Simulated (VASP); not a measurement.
Runs of VASP 6.6.1 on TiAl. The structure is that of space group P4/mmm (No. 123), or close to it. The cells are those of the table. 

```csv
task,cell,k mesh,cutoff (eV),smearing,gap on the mesh (eV),pressure (GPa),relaxed volume (Å³/atom)
single point,"a = 2.811, b = 2.811, c = 4.066 Å, 2 atoms",6 × 6 × 4,520,gaussian 0.1 eV,none,(b),-
single point,"a = 2.768, b = 2.768, c = 3.993 Å, 2 atoms",12 × 12 × 10,520,gaussian 0.1 eV,none,0.1,-
relaxation of cell and atoms,"relaxed from a = 2.768, b = 2.768, c = 3.993 Å, 2 atoms",12 × 12 × 10,600,fermi-dirac 0.15 eV,none,0.0,15.35
relaxation of cell and atoms,"relaxed from a = 2.811, b = 2.811, c = 4.066 Å, 2 atoms",12 × 12 × 10,600,gaussian 0.1 eV,none,0.0,(a)
single point,"a = 2.769, b = 2.769, c = 3.998 Å, 2 atoms",12 × 12 × 10,520,fermi-dirac 0.15 eV,none,0.2,-
```

Alike in all rows: level LDA; potentials or basis VASP PAW LDA potentials, release 64 (Ti_sv, Al); no spin polarisation.

Estimate the missing entries.

(a) 15.31; (b) -5.3.

Caveats: some runs use coarse meshes.

A gap of «none» marks levels without a gap at the run's occupations.
